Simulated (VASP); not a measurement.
Runs of VASP 6.6.1 on CaO. The structure is that of space group Fm-3m (No. 225), or close to it. The cells are those of the table. 

```tsv
cell	gap on the mesh (eV)	pressure (GPa)
a = 3.490 Å, angles 60.0°, 2 atoms	3.64	(a)
a = 3.447 Å, angles 60.0°, 2 atoms	3.64	(b)
a = 3.309 Å, angles 60.0°, 2 atoms	3.60	13.2
a = 3.356 Å, angles 60.0°, 2 atoms	3.62	6.9
```

Alike in all rows: task single point; level PBE; potentials or basis VASP PAW PBE potentials, release 64 (Ca_sv, O); no spin polarisation; k mesh 6 × 6 × 6; cutoff (eV) 600; smearing gaussian 0.01 eV.

**Question.** Fill in the values left out.

**Answer.** (a) -5.6; (b) -2.3.

Caveats: the cell stands under pressure (at least some runs); the cell stands under tension (at least some runs).

A k mesh can miss the band edges.
